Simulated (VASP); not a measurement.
# Co (Fm-3m) in VASP: notebook

The runs below take Co through single point, with PBEsol.

All numbers are computed with VASP 6.6.1; they aren't measurements. Logs are shortened: lines on timing, memory, paths and dates and some standing lists are left out, and cuts for length are marked.

## (1) The cell of the first run

It takes space group Fm-3m (No. 225, cubic). The conventional cell has a = 3.409 Å, b = 3.409 Å, c = 3.409 Å, α = 90.00°, β = 90.00°, γ = 90.00°. Within 3.2 Å of Co (site symmetry m-3m) lie 12 Co at 2.41 Å.

## (2) Single point, PBEsol

The input, INCAR:

```
ALGO     = Normal         # electronic algorithm
EDIFF    = 1E-6           # SCF threshold, eV
ENCUT    = 520            # plane-wave cutoff, eV
GGA      = PS             # functional
ISIF     = 2              # what is computed and relaxed
ISMEAR   = -1             # smearing method
LASPH    = T              # aspherical terms in the spheres
LCHARG   = F              # write CHGCAR
LREAL    = F              # projectors in reciprocal space
LWAVE    = F              # write WAVECAR
NBANDS   = 10             # bands
NELM     = 80             # most SCF steps
PREC     = Accurate       # precision mode
SIGMA    = 0.1            # smearing width, eV
```

The input, KPOINTS:

```
k-points
0
Gamma
  15 15 15
```

The input, POSCAR:

```
Co
1.0
    0.0000000000      1.7046286775      1.7046286775
    1.7046286775      0.0000000000      1.7046286775
    1.7046286775      1.7046286775      0.0000000000
Co
1
Direct
    0.0000000000      0.0000000000      0.0000000000
```

Potentials or basis: VASP PAW PBE potentials, release 64 (Co).

The run is started by

```console
cat potpaw_PBE.64/Co/POTCAR > POTCAR
mpirun -np 1 vasp_std > vasp.out
```

OUTCAR:

```text
EDIFF = 1E-6
   ENCUT = 520
   GGA = PS
   ISIF = 2
   ISMEAR = -1
   LASPH = T
   LREAL = F
   NELM = 80
   PREC = Accurate

 ion  position               nearest neighbor table
   1  0.000  0.000  0.000-

  LATTYP: Found a face centered cubic cell.
 ALAT       =     3.4092573550

  Lattice vectors:

 A1 = (   0.0000000000,   1.7046286775,   1.7046286775)
 A2 = (   1.7046286775,   0.0000000000,   1.7046286775)
 A3 = (   1.7046286775,   1.7046286775,   0.0000000000)

Analysis of symmetry for initial positions (statically):
=====================================================================
 Subroutine PRICEL returns:
 Original cell was already a primitive cell.

 Routine SETGRP: Setting up the symmetry group for a
 face centered cubic supercell.

 Subroutine GETGRP returns: Found 48 space group operations
 (whereof 48 operations were pure point group operations)
 out of a pool of 48 trial point group operations.

The static configuration has the point symmetry O_h .

Analysis of symmetry for dynamics (positions and initial velocities):
=====================================================================
 Subroutine PRICEL returns:
 Original cell was already a primitive cell.

 Routine SETGRP: Setting up the symmetry group for a
 face centered cubic supercell.

 Subroutine GETGRP returns: Found 48 space group operations
 (whereof 48 operations were pure point group operations)
 out of a pool of 48 trial point group operations.

The dynamic configuration has the point symmetry O_h .

 Subroutine INISYM returns: Found 48 space group operations
 (whereof 48 operations are pure point group operations),
 and found     1 'primitive' translations

----------------------------------------------------------------------------------------

                                     Primitive cell

  volume of cell :       9.9065

  direct lattice vectors                    reciprocal lattice vectors
     0.000000000  1.704628677  1.704628677    -0.293319012  0.293319012  0.293319012
     1.704628677  0.000000000  1.704628677     0.293319012 -0.293319012  0.293319012
     1.704628677  1.704628677  0.000000000     0.293319012  0.293319012 -0.293319012

  length of vectors
     2.410708995  2.410708995  2.410708995     0.508043432  0.508043432  0.508043432

  position of ions in fractional coordinates (direct lattice)
[... 74 lines left out ...]
   LASPH  =      T    aspherical Exc in radial PAW
   ENCUT  =  520.0 eV  38.22 Ry    6.18 a.u.   4.48  4.48  4.48*2*pi/ulx,y,z
   NELM   =     80;   NELMIN=  2; NELMDL= -5     # of ELM steps
   EDIFF  = 0.1E-05   stopping-criterion for ELM
   LREAL  =      F    real-space projection
   EDIFFG = 0.1E-04   stopping-criterion for IOM
   NSW    =      0    number of steps for IOM
   IBRION =     -1    ionic relax: 0-MD 1-quasi-New 2-CG
   NFREE  =      0    steps in history (QN), initial steepest desc. (CG)
   ISIF   =      2    stress and relaxation
   ISYM   =      2    0-nonsym 1-usesym 2-fastsym
   POTIM  = 0.5000    time-step for ionic-motion
   TEBEG  =    0.0;   TEEND  =   0.0 temperature during run
   PSTRESS=    0.0 pullay stress
   NELECT =       9.0000    total number of electrons
   NUPDOWN=      -1.0000    fix difference up-down
   EMIN   =  10.00;   EMAX   =-10.00  energy-range for DOS
   EFERMI =   0.00;   METHOD = LEGACY
   ISMEAR =    -1;   SIGMA  =   0.10  broadening in eV -4-tet -1-fermi 0-gaus
   EFERMI_NEDOS =   21; number of points for ismear=-14 and -15
   IALGO  =     38    algorithm
   IMIX   =      4    mixing-type and parameters
     AMIX     =   0.40;   BMIX     =  1.00
     AMIX_MAG =   1.60;   BMIX_MAG =  1.00
  volume/ion in A,a.u.               =       9.91        66.85
  Fermi-wavevector in a.u.,A,eV,Ry     =   1.585560  2.996273 34.205032  2.513999
  Thomas-Fermi vector in A             =   2.685005
   LORBIT       =      0    0 simple, 1 ext, 2 COOP (PROOUT), +10 PAW based schemes
   GGA     = PS    functional components
   LHFCALC =     F    Hartree Fock is set to
   AEXX    =    0.0000 exact exchange contribution
   IVDW    =     0    specifies the selected vdW correction
   LEPSILON=     F    determine dielectric tensor
   LRPA    =     F    only Hartree local field effects (RPA)
 non-spin polarized calculation
  energy-cutoff  :      520.00
  volume of cell :        9.91
 maximum number of plane-waves:       283
 NGX is ok and might be reduce to    18
   NGX =  9   NGY =  9   NGZ =  9

 number of electron       9.0000006 magnetization

 Free energy of the ion-electron system (eV)
  ---------------------------------------------------
  ext. energy  EPLUGINS =         0.00000000
  ---------------------------------------------------
  free energy    TOTEN  =        -7.62209595 eV

  energy without entropy =       -7.55144057  energy(sigma->0) =       -7.58676826

 E-fermi :  11.3358     XC(G=0): -14.1463

 val. band max:       11.3138979004   @ k =   0.3333   0.0667   0.0000
 cond. band min:      11.3400059081   @ k =  -0.3333   0.3333   0.0000
 fundamental gap:      0.0261080078
 Fermi energy:        11.3358096591

 k-point     1 :       0.0000    0.0000    0.0000
  band No.  band energies     occupation
      1       1.9223      2.00000
      2       9.2911      2.00000
      3       9.2911      2.00000
      4       9.2911      2.00000
      5      10.7494      1.99433
      6      10.7494      1.99433
      7      35.1424      0.00000
      8      40.3976      0.00000
      9      40.3976      0.00000
     10      40.3976      0.00000
[... 287 lines left out ...]
 k-point    24 :       0.2000    0.1333    0.0000
  band No.  band energies     occupation
      1       3.5435      2.00000
      2       8.6427      2.00000
      3       9.7414      2.00000
      4       9.7909      2.00000
      5      10.2771      1.99995
      6      10.9837      1.94259
      7      32.5183      0.00000
      8      35.0024      0.00000
      9      35.5402      0.00000
     10      37.6199      0.00000

 [... further k-points ...]
[... 5 lines left out ...]
  --------------------------------------------------------------------------------------
  -------------------------------------------------------------------------------------
  Total       -0.0630503     -0.0630503     -0.0630503     -0.0000000     -0.0000000      0.0000000
  in kB      -10.1971361    -10.1971361    -10.1971361     -0.0000000     -0.0000000      0.0000000
  external PRESSURE =     -10.1971361 kB  Pullay stress =       0.0000000 kB

 VOLUME and BASIS-vectors are now :
 -----------------------------------------------------------------------------
  energy-cutoff  :      520.00
  volume of cell :        9.91
      direct lattice vectors                 reciprocal lattice vectors
     0.000000000  1.704628677  1.704628677    -0.293319012  0.293319012  0.293319012
     1.704628677  0.000000000  1.704628677     0.293319012 -0.293319012  0.293319012
     1.704628677  1.704628677  0.000000000     0.293319012  0.293319012 -0.293319012

 POSITION                                       TOTAL-FORCE (eV/Angst)
 -----------------------------------------------------------------------------------
      0.00000      0.00000      0.00000         0.000000      0.000000     -0.000000
 -----------------------------------------------------------------------------------
    total drift:                                0.000000      0.000000     -0.000000

  FREE ENERGIE OF THE ION-ELECTRON SYSTEM (eV)
  ---------------------------------------------------
  free  energy   TOTEN  =        -7.6220959509 eV

  energy  without entropy=       -7.5514405675  energy(sigma->0) =       -7.58676826
```

OSZICAR:

```text
N       E                     dE             d eps       ncg     rms          rms(c)
DAV:   1     0.215866853550E+02    0.21587E+02   -0.41629E+03  2416   0.109E+03
DAV:   2    -0.839771489577E+01   -0.29984E+02   -0.28548E+02  2448   0.156E+02
DAV:   3    -0.910058559000E+01   -0.70287E+00   -0.69992E+00  2662   0.294E+01
DAV:   4    -0.910880172998E+01   -0.82161E-02   -0.82133E-02  2740   0.285E+00
DAV:   5    -0.910902817642E+01   -0.22645E-03   -0.22644E-03  2786   0.427E-01    0.118E+01
DAV:   6    -0.785139704657E+01    0.12576E+01   -0.15862E+01  2634   0.604E+01    0.331E+00
DAV:   7    -0.764612508798E+01    0.20527E+00   -0.16292E+00  2662   0.186E+01    0.135E+00
DAV:   8    -0.762599319221E+01    0.20132E-01   -0.23048E-02  3520   0.157E+00    0.465E-01
DAV:   9    -0.762208410302E+01    0.39091E-02   -0.28676E-03  3510   0.376E-01    0.591E-02
DAV:  10    -0.762209421788E+01   -0.10115E-04   -0.14166E-05  2664   0.453E-02    0.343E-02
DAV:  11    -0.762209581755E+01   -0.15997E-05   -0.11071E-06  1718   0.835E-03    0.280E-03
DAV:  12    -0.762209595090E+01   -0.13336E-06   -0.68414E-08  1272   0.251E-03
   1 F= -.76220960E+01 E0= -.75867683E+01  d E =-.706554E-01
```

stdout:

```text
POSCAR found type information on POSCAR Co
 POSCAR found :  1 types and       1 ions
 scaLAPACK will be used
 -----------------------------------------------------------------------------
|                                                                             |
|                                                                             |
|     You enforced a specific xc type in the INCAR file but a different       |
|     I HOPE YOU KNOW WHAT YOU ARE DOING!                                     |
|                                                                             |
 -----------------------------------------------------------------------------

 LDA part: xc-table for (Slater+PW92), standard interpolation
 POSCAR, INCAR and KPOINTS ok, starting setup
 FFT: planning ... GRIDC
 FFT: planning ... GRID_SOFT
 FFT: planning ... GRID
 WAVECAR not read
 entering main loop
```

It took 13 s on 1 thread of Intel Xeon Platinum 8259CL at 2.50GHz (Skylake/Cascade Lake), shared host; peak memory 0.13 GiB.

Results:

```
Free energy : -7.6221 eV
Pressure    : -1.0 GPa
```

Caveat: the PAW data sets were made with another functional, which shifts forces and pressure a little; the run has no spin polarisation, though such a crystal can be magnetic. Spin polarisation is off, so any magnetic state and its effect on volume and gap are missing.

## (3) Single point, PBEsol (volume scaled by 0.88)

The input, INCAR:

```
PREC     = Accurate       # precision mode
ENCUT    = 520            # plane-wave cutoff, eV
EDIFF    = 1E-7           # SCF threshold, eV
ISMEAR   = -1             # smearing method
SIGMA    = 0.1            # smearing width, eV
LREAL    = False          # projectors in reciprocal space
LASPH    = True           # aspherical terms in the spheres
NELM     = 80             # most SCF steps
ALGO     = Normal         # electronic algorithm
ISIF     = 2              # what is computed and relaxed
LWAVE    = False          # write WAVECAR
LCHARG   = False          # write CHGCAR
GGA      = PS             # functional
NBANDS   = 10             # bands
```

The input, KPOINTS:

```
regular mesh
0
Gamma
  18 18 18
```

The input, POSCAR:

```
Co
1.0
    0.0000000000      1.6335183389      1.6335183389
    1.6335183389      0.0000000000      1.6335183389
    1.6335183389      1.6335183389      0.0000000000
Co
1
Direct
    0.0000000000      0.0000000000      0.0000000000
```

Potentials or basis: VASP PAW PBE potentials, release 64 (Co).

The run is started by

```console
cat potpaw_PBE.64/Co/POTCAR > POTCAR
mpirun -np 1 vasp_std > vasp.out
```

Run time: 20 s. Hardware: 1 thread of Intel Xeon Platinum 8259CL at 2.50GHz (Skylake/Cascade Lake), shared host; peak memory 0.13 GiB.

The run converged. Its results:

| Item | Value |
| --- | --- |
| Free energy | -7.4709 eV |
| Pressure | 47.4 GPa |

Levels at points of the mesh, in eV from the Fermi level:
```tsv
k point	band 1	band 2	band 3	band 4	band 5	band 6	band 7	band 8	band 9
(0.00, 0.00, 0.00)	-10.33	-2.48	-2.48	-2.48	-0.72	-0.72	24.74	31.00	31.00
(0.50, 0.00, 0.00)	-6.01	-2.57	-2.57	-0.36	0.45	0.45	8.74	23.25	29.21
(0.50, 0.50, 0.00)	-6.14	-5.34	0.44	0.74	0.74	3.06	12.50	17.39	17.39
```

Caveat: the PAW data sets were made with another functional, which shifts forces and pressure a little; the run has no spin polarisation, though such a crystal can be magnetic.
